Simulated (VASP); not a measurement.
# CsSi3Ru (R3m) in VASP: single point with PBE

Aim: the single point of CsSi3Ru with PBE.

All numbers are computed with VASP 6.6.1; they aren't measurements. Logs are shortened: lines on timing, memory, paths and dates and some standing lists are left out, and cuts for length are marked.

**1. The cell of the first run**

The structure is trigonal, space group R3m (No. 160). Conventional cell: a = 6.386 Å, b = 6.386 Å, c = 9.165 Å, α = 90.00°, β = 90.00°, γ = 120.00°. Cs (site symmetry 3m) has 12 Si at 3.22 to 3.67 Å and 7 Ru at 3.77 to 4.32 Å within 4.4 Å. Within 3.3 Å of Si (site symmetry m) lie 2 Ru at 2.43 to 2.56 Å and 2 Si at 2.51 Å and 2 Cs at 3.22 Å. Ru (site symmetry 3m) has 6 Si at 2.43 to 2.56 Å within 3.2 Å.

**2. Single point, PBE**

INCAR

```
PREC = Accurate
ENCUT = 500
EDIFF = 1E-6
ISMEAR = 0
SIGMA = 0.1
LREAL = F
LASPH = T
NELM = 120
ALGO = Normal
ISIF = 2
LWAVE = F
LCHARG = T
GGA = PE
LELF = T
LVHAR = T
NBANDS = 26
GGA_COMPAT = F
```

KPOINTS

```
Automatic mesh
0
Gamma
  12 12 12
```

POSCAR

```
CsSi3Ru
1.0
    3.1930495712      1.8435080294      3.0550002689
   -3.1930495712      1.8435080294      3.0550002689
    0.0000000000     -3.6870160589      3.0550002689
Cs Si Ru
1 3 1
Direct
    0.9749513616      0.9749513616      0.9749513616
    0.4553647938      0.4553647938      0.0620441107
    0.0620441107      0.4553647938      0.4553647938
    0.4553647938      0.0620441107      0.4553647938
    0.5539683226      0.5539683226      0.5539683226
```

Potentials or basis: VASP PAW PBE potentials, release 64 (Cs_sv, Si, Ru_pv).

Launch:

```bash
$ cat potpaw_PBE.64/Cs_sv/POTCAR potpaw_PBE.64/Si/POTCAR potpaw_PBE.64/Ru_pv/POTCAR > POTCAR
$ mpirun -np 1 vasp_std > vasp.out
```

OUTCAR:

```text
PREC = Accurate
   ENCUT = 500
   EDIFF = 1E-6
   ISMEAR = 0
   LREAL = F
   LASPH = T
   NELM = 120
   ISIF = 2
   GGA = PE

 ion  position               nearest neighbor table
   1  0.975  0.975  0.975-
   2  0.455  0.455  0.062-   5 2.43   4 2.51   3 2.51   5 2.56
   3  0.062  0.455  0.455-   5 2.43   2 2.51   4 2.51   5 2.56
   4  0.455  0.062  0.455-   5 2.43   2 2.51   3 2.51   5 2.56
   5  0.554  0.554  0.554-   2 2.43   4 2.43   3 2.43   3 2.56   4 2.56   2 2.56

  LATTYP: Found a trigonal (rhomboedric) cell.
 ALAT       =     4.7882266093
 COS(alpha) =     0.1106106476

  Lattice vectors:

 A1 = (   3.1930495712,   1.8435080294,   3.0550002689)
 A2 = (  -3.1930495712,   1.8435080294,   3.0550002689)
 A3 = (   0.0000000000,  -3.6870160589,   3.0550002689)

Analysis of symmetry for initial positions (statically):
=====================================================================
 Subroutine PRICEL returns:
 Original cell was already a primitive cell.

 Routine SETGRP: Setting up the symmetry group for a
 trigonal (rhombohedral) supercell.

 Subroutine GETGRP returns: Found  6 space group operations
 (whereof  6 operations were pure point group operations)
 out of a pool of 12 trial point group operations.

The static configuration has the point symmetry C_3v.

Analysis of symmetry for dynamics (positions and initial velocities):
=====================================================================
 Subroutine PRICEL returns:
 Original cell was already a primitive cell.

 Routine SETGRP: Setting up the symmetry group for a
 trigonal (rhombohedral) supercell.

 Subroutine GETGRP returns: Found  6 space group operations
 (whereof  6 operations were pure point group operations)
 out of a pool of 12 trial point group operations.

The dynamic configuration has the point symmetry C_3v.

 Subroutine INISYM returns: Found  6 space group operations
 (whereof  6 operations are pure point group operations),
 and found     1 'primitive' translations

----------------------------------------------------------------------------------------

                                     Primitive cell

  volume of cell :     107.8980

  direct lattice vectors                    reciprocal lattice vectors
     3.193049571  1.843508029  3.055000269     0.156590115  0.090407345  0.109110738
    -3.193049571  1.843508029  3.055000269    -0.156590115  0.090407345  0.109110738
     0.000000000 -3.687016059  3.055000269     0.000000000 -0.180814690  0.109110738

  length of vectors
     4.788226609  4.788226609  4.788226609     0.211185003  0.211185003  0.211185003

  position of ions in fractional coordinates (direct lattice)
     0.974951362  0.974951362  0.974951362
     0.455364794  0.455364794  0.062044111
     0.062044111  0.455364794  0.455364794
     0.455364794  0.062044111  0.455364794
     0.553968323  0.553968323  0.553968323

  ion indices of the primitive-cell ions
   primitive index   ion index
                 1           1
                 2           2
                 3           3
                 4           4
                 5           5

----------------------------------------------------------------------------------------

 KPOINTS: Automatic mesh

Automatic generation of k-mesh.
 Grid dimensions read from file:
 generate k-points for:   12   12   12

 Generating k-lattice:

  Cartesian coordinates                     Fractional coordinates (reciprocal lattice)
     0.013049176  0.007533945  0.009092561     0.083333333  0.000000000  0.000000000
    -0.013049176  0.007533945  0.009092561     0.000000000  0.083333333  0.000000000
     0.000000000 -0.015067891  0.009092561     0.000000000  0.000000000  0.083333333

  Length of vectors
     0.017598750  0.017598750  0.017598750

  Shift w.r.t. Gamma in fractional coordinates (k-lattice)
     0.000000000  0.000000000  0.000000000

 Subroutine IBZKPT returns following result:
 ===========================================

 Found    189 irreducible k-points:

 Following reciprocal coordinates:
            Coordinates               Weight
  0.000000  0.000000  0.000000      1.000000
  0.083333 -0.000000 -0.000000      6.000000
  0.166667 -0.000000 -0.000000      6.000000
  0.250000 -0.000000  0.000000      6.000000
  0.333333  0.000000 -0.000000      6.000000
  0.416667 -0.000000 -0.000000      6.000000
[... 16 lines left out ...]
  0.500000  0.166667 -0.000000     12.000000
 -0.416667  0.166667  0.000000     12.000000
 [... further k-points ...]
   k-points           NKPTS =    189   k-points in BZ     NKDIM =    189   number of bands    NBANDS=     26
   number of dos      NEDOS =    301   number of ions     NIONS =      5
   total plane-waves  NPLWV =  46656
   dimension x,y,z NGX =    36 NGY =   36 NGZ =   36
   dimension x,y,z NGXF=    72 NGYF=   72 NGZF=   72
   ions per type =               1   3   1
   NGX,Y,Z   is equivalent  to a cutoff of  12.50, 12.50, 12.50 a.u.
   NGXF,Y,Z  is equivalent  to a cutoff of  25.00, 25.00, 25.00 a.u.
 SYSTEM =  unknown system
   PREC   = accura    normal or accurate (medium, high low for compatibility)
   ISTART =      0    job   : 0-new  1-cont  2-samecut
   ICHARG =      2    charge: 1-file 2-atom 10-const
   ISPIN  =      1    spin polarized calculation?
   LNONCOLLINEAR =      F non collinear calculations
   LSORBIT =      F    spin-orbit coupling
   LASPH  =      T    aspherical Exc in radial PAW
   ENCUT  =  500.0 eV  36.75 Ry    6.06 a.u.   8.73  8.73  8.73*2*pi/ulx,y,z
   NELM   =    120;   NELMIN=  2; NELMDL= -5     # of ELM steps
   EDIFF  = 0.1E-05   stopping-criterion for ELM
   LREAL  =      F    real-space projection
   EDIFFG = 0.1E-04   stopping-criterion for IOM
   NSW    =      0    number of steps for IOM
   IBRION =     -1    ionic relax: 0-MD 1-quasi-New 2-CG
   NFREE  =      0    steps in history (QN), initial steepest desc. (CG)
   ISIF   =      2    stress and relaxation
   ISYM   =      2    0-nonsym 1-usesym 2-fastsym
   POTIM  = 0.5000    time-step for ionic-motion
   TEBEG  =    0.0;   TEEND  =   0.0 temperature during run
   PSTRESS=    0.0 pullay stress
   NELECT =      35.0000    total number of electrons
   NUPDOWN=      -1.0000    fix difference up-down
   EMIN   =  10.00;   EMAX   =-10.00  energy-range for DOS
   EFERMI =   0.00;   METHOD = LEGACY
   ISMEAR =     0;   SIGMA  =   0.10  broadening in eV -4-tet -1-fermi 0-gaus
   EFERMI_NEDOS =   21; number of points for ismear=-14 and -15
   IALGO  =     38    algorithm
   IMIX   =      4    mixing-type and parameters
     AMIX     =   0.40;   BMIX     =  1.00
     AMIX_MAG =   1.60;   BMIX_MAG =  1.00
  volume/ion in A,a.u.               =      21.58       145.63
  Fermi-wavevector in a.u.,A,eV,Ry     =   1.124846  2.125651 17.215163  1.265279
  Thomas-Fermi vector in A             =   2.261520
   LORBIT       =      0    0 simple, 1 ext, 2 COOP (PROOUT), +10 PAW based schemes
   GGA     = PE    functional components
   LHFCALC =     F    Hartree Fock is set to
   AEXX    =    0.0000 exact exchange contribution
   IVDW    =     0    specifies the selected vdW correction
   LEPSILON=     F    determine dielectric tensor
   LRPA    =     F    only Hartree local field effects (RPA)
 non-spin polarized calculation
 Gauss-broadening in eV      SIGMA  =   0.10
  energy-cutoff  :      500.00
  volume of cell :      107.90
 maximum number of plane-waves:      2759
   NGX = 17   NGY = 17   NGZ = 17

 number of electron      34.9999992 magnetization

 Free energy of the ion-electron system (eV)
  ---------------------------------------------------
  ext. energy  EPLUGINS =         0.00000000
  ---------------------------------------------------
  free energy    TOTEN  =       -25.26889234 eV

  energy without entropy =      -25.25280802  energy(sigma->0) =      -25.26085018

 E-fermi :   5.6020     XC(G=0): -10.2167

 val. band max:        5.5987697357   @ k =  -0.2500  -0.2500   0.1667
 cond. band min:       5.6105278259   @ k =   0.5000   0.4167   0.0833
 fundamental gap:      0.0117580902
 Fermi energy:         5.6020260367

 k-point     1 :       0.0000    0.0000    0.0000
  band No.  band energies     occupation
      1     -36.5510      2.00000
      2     -36.5423      2.00000
      3     -36.5423      2.00000
      4     -15.2857      2.00000
      5      -4.5828      2.00000
      6      -2.6809      2.00000
[... 18 lines left out ...]
     25      10.5523      0.00000
     26      11.1896      0.00000

 k-point     2 :       0.0833   -0.0000   -0.0000
  band No.  band energies     occupation
      1     -36.5511      2.00000
      2     -36.5423      2.00000
      3     -36.5423      2.00000
      4     -15.2838      2.00000
      5      -4.6049      2.00000
      6      -2.6777      2.00000
[... 18 lines left out ...]
     25      10.6381      0.00000
     26      11.2071      0.00000

 k-point     3 :       0.1667   -0.0000   -0.0000
  band No.  band energies     occupation
      1     -36.5511      2.00000
      2     -36.5425      2.00000
      3     -36.5423      2.00000
      4     -15.2785      2.00000
      5      -4.6654      2.00000
      6      -2.6688      2.00000
[... 18 lines left out ...]
     25      10.6647      0.00000
     26      11.0510      0.00000

 k-point     4 :       0.2500   -0.0000    0.0000
  band No.  band energies     occupation
      1     -36.5512      2.00000
      2     -36.5426      2.00000
      3     -36.5423      2.00000
      4     -15.2712      2.00000
      5      -4.7478      2.00000
      6      -2.6565      2.00000
[... 18 lines left out ...]
     25      10.5900      0.00000
     26      11.1227      0.00000

 k-point     5 :       0.3333    0.0000   -0.0000
  band No.  band energies     occupation
      1     -36.5513      2.00000
      2     -36.5427      2.00000
      3     -36.5423      2.00000
      4     -15.2639      2.00000
      5      -4.8297      2.00000
      6      -2.6439      2.00000
[... 18 lines left out ...]
     25      10.6667      0.00000
     26      11.4322      0.00000

 k-point     6 :       0.4167   -0.0000   -0.0000
  band No.  band energies     occupation
      1     -36.5514      2.00000
      2     -36.5428      2.00000
      3     -36.5423      2.00000
      4     -15.2585      2.00000
      5      -4.8890      2.00000
      6      -2.6346      2.00000
[... 427 lines left out ...]
 k-point    21 :       0.3333    0.1667    0.0000
  band No.  band energies     occupation
      1     -36.5514      2.00000
      2     -36.5428      2.00000
      3     -36.5424      2.00000
      4     -15.2586      2.00000
      5      -4.7042      2.00000
      6      -2.9735      2.00000
[... 18 lines left out ...]
     25      11.3050      0.00000
     26      11.5385      0.00000

 k-point    22 :       0.4167    0.1667   -0.0000
  band No.  band energies     occupation
      1     -36.5515      2.00000
      2     -36.5429      2.00000
      3     -36.5424      2.00000
      4     -15.2532      2.00000
      5      -4.7561      2.00000
      6      -2.9737      2.00000
[... 18 lines left out ...]
     25      11.1831      0.00000
     26      12.0027      0.00000

 k-point    23 :       0.5000    0.1667   -0.0000
  band No.  band energies     occupation
      1     -36.5515      2.00000
      2     -36.5429      2.00000
      3     -36.5424      2.00000
      4     -15.2509      2.00000
      5      -4.7914      2.00000
      6      -2.9883      2.00000
[... 18 lines left out ...]
     25      11.4184      0.00000
     26      12.1968      0.00000

 k-point    24 :      -0.4167    0.1667    0.0000
  band No.  band energies     occupation
      1     -36.5515      2.00000
      2     -36.5429      2.00000
      3     -36.5424      2.00000
      4     -15.2524      2.00000
      5      -4.8010      2.00000
      6      -3.0103      2.00000
[... 18 lines left out ...]
     25      11.3580      0.00000
     26      11.8026      0.00000

 [... further k-points ...]

------------------------ aborting loop because EDIFF is reached ----------------------------------------

  FORCE on cell =-STRESS in cart. coord.  units (eV):
  Direction    XX          YY          ZZ          XY          YZ          ZX
  --------------------------------------------------------------------------------------
  -------------------------------------------------------------------------------------
  Total        0.0893706      0.0893706      0.0647607      0.0000000     -0.0000000      0.0000000
  in kB        1.3270640      1.3270640      0.9616321      0.0000000     -0.0000000      0.0000000
  external PRESSURE =       1.2052534 kB  Pullay stress =       0.0000000 kB

 VOLUME and BASIS-vectors are now :
 -----------------------------------------------------------------------------
  energy-cutoff  :      500.00
  volume of cell :      107.90
      direct lattice vectors                 reciprocal lattice vectors
     3.193049571  1.843508029  3.055000269     0.156590115  0.090407345  0.109110738
    -3.193049571  1.843508029  3.055000269    -0.156590115  0.090407345  0.109110738
     0.000000000 -3.687016059  3.055000269     0.000000000 -0.180814690  0.109110738

 POSITION                                       TOTAL-FORCE (eV/Angst)
 -----------------------------------------------------------------------------------
      0.00000     -0.00000      8.93543         0.000000      0.000000     -0.006231
      0.00000      1.45018      2.97182         0.000000     -0.012515      0.002593
     -1.25589     -0.72509      2.97182         0.010838      0.006257      0.002593
      1.25589     -0.72509      2.97182        -0.010838      0.006257      0.002593
      0.00000     -0.00000      5.07712         0.000000      0.000000     -0.001548
 -----------------------------------------------------------------------------------
    total drift:                               -0.000000      0.000000     -0.000375

  FREE ENERGIE OF THE ION-ELECTRON SYSTEM (eV)
  ---------------------------------------------------
  free  energy   TOTEN  =       -25.2688923415 eV

  energy  without entropy=      -25.2528080233  energy(sigma->0) =      -25.26085018
```

Run time: 2.9 min. Hardware: 1 thread of Intel Xeon 6975P-C (Granite Rapids), shared host; peak memory 0.55 GiB.

Results:

- Free energy: -25.2689 eV
- Pressure: 0.1 GPa
- Largest force: 0.013 eV/Å
- Band gap on the k mesh: zero (an odd number of electrons rules out a gap without spin polarisation)

Forces in eV/Å, atoms in the order of the input:
```
Cs   0.000  0.000 -0.006
Si   0.000 -0.013  0.003
Si   0.011  0.006  0.003
Si  -0.011  0.006  0.003
Ru   0.000  0.000 -0.002
```

Caveat: spin-orbit coupling is left out, which moves the levels of the heavy elements.
